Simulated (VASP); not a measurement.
# RbBr (Fm-3m) in VASP: single point with PBE

Aim: the single point of RbBr with PBE.

Everything below comes from runs of VASP 6.6.1. Logs are shortened: lines on timing, memory, paths and dates and some standing lists are left out, and cuts for length are marked.

### 1 The cell of the first run

The structure is cubic, space group Fm-3m (No. 225). Conventional cell: a = 6.922 Å, b = 6.922 Å, c = 6.922 Å, α = 90.00°, β = 90.00°, γ = 90.00°. Within 4.5 Å of Rb (site symmetry m-3m) lie 6 Br at 3.46 Å. Br (site symmetry m-3m) has 6 Rb at 3.46 Å within 4.5 Å.

### 2 Single point, PBE

File INCAR:

```
PREC     = Accurate       # precision mode
ENCUT    = 520            # plane-wave cutoff, eV
EDIFF    = 1E-7           # SCF threshold, eV
ISMEAR   = 0              # smearing method
SIGMA    = 0.01           # smearing width, eV
LREAL    = False          # projectors in reciprocal space
LASPH    = True           # aspherical terms in the spheres
NELM     = 100            # most SCF steps
ALGO     = Normal         # electronic algorithm
ISIF     = 2              # what is computed and relaxed
LWAVE    = False          # write WAVECAR
LCHARG   = False          # write CHGCAR
GGA      = PE             # functional
NBANDS   = 15             # bands
```

File KPOINTS:

```
Automatic mesh
0
Gamma
  6 6 6
```

File POSCAR:

```
RbBr
1.0
    0.0000000000      3.4608320474      3.4608320474
    3.4608320474      0.0000000000      3.4608320474
    3.4608320474      3.4608320474      0.0000000000
Rb Br
1 1
Direct
    0.0000000000      0.0000000000      0.0000000000
    0.5000000000      0.5000000000      0.5000000000
```

Potentials or basis: VASP PAW PBE potentials, release 64 (Rb_sv, Br).

Started as:

```
$ cat potpaw_PBE.64/Rb_sv/POTCAR potpaw_PBE.64/Br/POTCAR > POTCAR
$ mpirun -np 1 vasp_std > vasp.out
```

OUTCAR:

```text
PREC = Accurate
   ENCUT = 520
   EDIFF = 1E-7
   ISMEAR = 0
   LREAL = False
   LASPH = True
   NELM = 100
   ISIF = 2
   GGA = PE

 ion  position               nearest neighbor table
   1  0.000  0.000  0.000-   2 3.46   2 3.46   2 3.46   2 3.46   2 3.46   2 3.46
   2  0.500  0.500  0.500-   1 3.46   1 3.46   1 3.46   1 3.46   1 3.46   1 3.46

  LATTYP: Found a face centered cubic cell.
 ALAT       =     6.9216640948

  Lattice vectors:

 A1 = (   0.0000000000,   3.4608320474,   3.4608320474)
 A2 = (   3.4608320474,   0.0000000000,   3.4608320474)
 A3 = (   3.4608320474,   3.4608320474,   0.0000000000)

Analysis of symmetry for initial positions (statically):
=====================================================================
 Subroutine PRICEL returns:
 Original cell was already a primitive cell.

 Routine SETGRP: Setting up the symmetry group for a
 face centered cubic supercell.

 Subroutine GETGRP returns: Found 48 space group operations
 (whereof 48 operations were pure point group operations)
 out of a pool of 48 trial point group operations.

The static configuration has the point symmetry O_h .

Analysis of symmetry for dynamics (positions and initial velocities):
=====================================================================
 Subroutine PRICEL returns:
 Original cell was already a primitive cell.

 Routine SETGRP: Setting up the symmetry group for a
 face centered cubic supercell.

 Subroutine GETGRP returns: Found 48 space group operations
 (whereof 48 operations were pure point group operations)
 out of a pool of 48 trial point group operations.

The dynamic configuration has the point symmetry O_h .

 Subroutine INISYM returns: Found 48 space group operations
 (whereof 48 operations are pure point group operations),
 and found     1 'primitive' translations

----------------------------------------------------------------------------------------

                                     Primitive cell

  volume of cell :      82.9033

  direct lattice vectors                    reciprocal lattice vectors
     0.000000000  3.460832047  3.460832047    -0.144473928  0.144473928  0.144473928
     3.460832047  0.000000000  3.460832047     0.144473928 -0.144473928  0.144473928
     3.460832047  3.460832047  0.000000000     0.144473928  0.144473928 -0.144473928

  length of vectors
     4.894355619  4.894355619  4.894355619     0.250236184  0.250236184  0.250236184

  position of ions in fractional coordinates (direct lattice)
     0.000000000  0.000000000  0.000000000
     0.500000000  0.500000000  0.500000000

  ion indices of the primitive-cell ions
   primitive index   ion index
                 1           1
[... 77 lines left out ...]
   EMIN   =  10.00;   EMAX   =-10.00  energy-range for DOS
   EFERMI =   0.00;   METHOD = LEGACY
   ISMEAR =     0;   SIGMA  =   0.01  broadening in eV -4-tet -1-fermi 0-gaus
   EFERMI_NEDOS =   21; number of points for ismear=-14 and -15
   IALGO  =     38    algorithm
   IMIX   =      4    mixing-type and parameters
     AMIX     =   0.40;   BMIX     =  1.00
     AMIX_MAG =   1.60;   BMIX_MAG =  1.00
  volume/ion in A,a.u.               =      41.45       279.73
  Fermi-wavevector in a.u.,A,eV,Ry     =   0.946072  1.787817 12.177931  0.895053
  Thomas-Fermi vector in A             =   2.074035
   LORBIT       =      0    0 simple, 1 ext, 2 COOP (PROOUT), +10 PAW based schemes
   GGA     = PE    functional components
   LHFCALC =     F    Hartree Fock is set to
   AEXX    =    0.0000 exact exchange contribution
   IVDW    =     0    specifies the selected vdW correction
   LEPSILON=     F    determine dielectric tensor
   LRPA    =     F    only Hartree local field effects (RPA)
 non-spin polarized calculation
 Gauss-broadening in eV      SIGMA  =   0.01
  energy-cutoff  :      520.00
  volume of cell :       82.90
 maximum number of plane-waves:      2252
   NGX = 19   NGY = 19   NGZ = 19

 number of electron      15.9999997 magnetization

 Free energy of the ion-electron system (eV)
  ---------------------------------------------------
  ext. energy  EPLUGINS =         0.00000000
  ---------------------------------------------------
  free energy    TOTEN  =        -6.10929051 eV

  energy without entropy =       -6.10929051  energy(sigma->0) =       -6.10929051

 E-fermi :  -1.8205     XC(G=0):  -7.1176

 val. band max:       -1.8616577156   @ k =   0.0000   0.0000   0.0000
 cond. band min:       2.4271322241   @ k =   0.0000   0.0000   0.0000
 fundamental gap:      4.2887899398
 Fermi energy:        -1.8204898850

 k-point     1 :       0.0000    0.0000    0.0000
  band No.  band energies     occupation
      1     -26.3382      2.00000
      2     -14.0140      2.00000
      3     -10.4126      2.00000
      4     -10.4126      2.00000
      5     -10.4126      2.00000
      6      -1.8617      2.00000
      7      -1.8617      2.00000
      8      -1.8617      2.00000
      9       2.4271      0.00000
     10       5.4087      0.00000
     11       5.4087      0.00000
     12       5.4087      0.00000
     13       6.2766      0.00000
     14       6.2766      0.00000
[... 257 lines left out ...]
      2     -13.9825      2.00000
      3     -10.5500      2.00000
      4     -10.5011      2.00000
      5     -10.4173      2.00000
      6      -2.2710      2.00000
      7      -2.2523      2.00000
      8      -2.1198      2.00000
      9       4.4496      0.00000
     10       5.8804      0.00000
     11       6.0518      0.00000
     12       6.9631      0.00000
     13       8.0266      0.00000
     14       8.8830      0.00000
     15       9.3262      0.00000

------------------------ aborting loop because EDIFF is reached ----------------------------------------

  FORCE on cell =-STRESS in cart. coord.  units (eV):
  Direction    XX          YY          ZZ          XY          YZ          ZX
  --------------------------------------------------------------------------------------
  -------------------------------------------------------------------------------------
  Total        0.2946986      0.2946986      0.2946986      0.0000000      0.0000000      0.0000000
  in kB        5.6953072      5.6953072      5.6953072      0.0000000      0.0000000      0.0000000
  external PRESSURE =       5.6953072 kB  Pullay stress =       0.0000000 kB

 VOLUME and BASIS-vectors are now :
 -----------------------------------------------------------------------------
  energy-cutoff  :      520.00
  volume of cell :       82.90
      direct lattice vectors                 reciprocal lattice vectors
     0.000000000  3.460832047  3.460832047    -0.144473928  0.144473928  0.144473928
     3.460832047  0.000000000  3.460832047     0.144473928 -0.144473928  0.144473928
     3.460832047  3.460832047  0.000000000     0.144473928  0.144473928 -0.144473928

 POSITION                                       TOTAL-FORCE (eV/Angst)
 -----------------------------------------------------------------------------------
      0.00000      0.00000      0.00000         0.000000      0.000000      0.000000
      3.46083      3.46083      3.46083        -0.000000     -0.000000      0.000000
 -----------------------------------------------------------------------------------
    total drift:                                0.000000      0.000000      0.000000

  FREE ENERGIE OF THE ION-ELECTRON SYSTEM (eV)
  ---------------------------------------------------
  free  energy   TOTEN  =        -6.1092905142 eV

  energy  without entropy=       -6.1092905142  energy(sigma->0) =       -6.10929051
```

stdout:

```text
POSCAR found type information on POSCAR RbBr
 POSCAR found :  2 types and       2 ions
 scaLAPACK will be used
 LDA part: xc-table for (Slater+PW92), standard interpolation
 POSCAR, INCAR and KPOINTS ok, starting setup
 FFT: planning ... GRIDC
 FFT: planning ... GRID_SOFT
 FFT: planning ... GRID
 WAVECAR not read
 entering main loop
```

It took 38 s on 1 thread of Intel Xeon 8259CL, shared host; peak memory 0.21 GiB.

What came out:

- Free energy: -6.1093 eV
- Pressure: 0.6 GPa
- Band gap on the k mesh: 4.29 eV

Levels at points of the mesh, in eV from the valence-band top:
```
           k point  band 6  band 7  band 8  band 9  band 10  band 11
(0.00, 0.00, 0.00)    0.00    0.00    0.00    4.29     7.27     7.27
(0.50, 0.00, 0.00)   -0.94   -0.33   -0.33    6.74     7.61     9.40
(0.50, 0.50, 0.00)   -0.47   -0.16   -0.16    5.64     7.02     9.05
```

A hybrid or GW would open this gap; PBE tends to underestimate it.
